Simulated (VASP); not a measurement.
Write the native input for VASP 6.6.1 that does the following.

| Quantity | Value |
| --- | --- |
| Task | single point |
| Functional | PBEsol |
| Potentials or basis | VASP PAW PBE potentials, release 64 (Fe, Pt) |
| Cutoff | 520 eV |
| k mesh | 14 × 14 × 10 |
| Occupations | fermi-dirac, width 0.1 eV |
| Spin | collinear spin, ferromagnetic start |
| Starting moments | [2.9, 0.4] μB |
| Dipole correction | no |
| Further INCAR settings | ALGO = Normal; EDIFF = 1e-06; NBANDS = 20 |

The structure of FePt lies in POSCAR:

```
FePt
1.0
    2.6879354321      0.0000000000      0.0000000000
    0.0000000000      2.6879354321      0.0000000000
    0.0000000000      0.0000000000      3.7164577630
Fe Pt
1 1
Direct
    0.0000000000      0.0000000000      0.0000000000
    0.5000000000      0.5000000000      0.5000000000
```

One way to write it, as run:

INCAR

```
PREC = Accurate ; ENCUT = 520
EDIFF = 1E-6 ; ISMEAR = -1
SIGMA = 0.1 ; LREAL = False
LASPH = True ; NELM = 150
ALGO = Normal ; ISIF = 2
LWAVE = False ; LCHARG = False
ISPIN = 2 ; MAGMOM = 2.9 0.4
LORBIT = 11 ; LMAXMIX = 4
GGA = PS ; NBANDS = 20
```

KPOINTS

```
Automatic mesh
0
Gamma
  14 14 10
```

Potentials or basis: VASP PAW PBE potentials, release 64 (Fe, Pt).

The run is started by

```console
$ cat potpaw_PBE.64/Fe/POTCAR potpaw_PBE.64/Pt/POTCAR > POTCAR
$ mpirun -np 1 vasp_std > vasp.out
```

Results of the run:

```yaml
Pressure: -0.3 GPa
Net_moment: 3.20 μB per cell
Site_moments: Fe +2.85; Pt +0.32 μB
Valence_electrons_inside_the_program's_atomic_spheres: Fe 7.05; Pt 9.49
```

Caveat: the PAW data sets were made with another functional, which shifts forces and pressure a little.

Wall time 120 s on 1 thread of Intel(R) Xeon(R) Platinum 8488C (Sapphire Rapids) (shared host), peak memory 0.29 GiB.
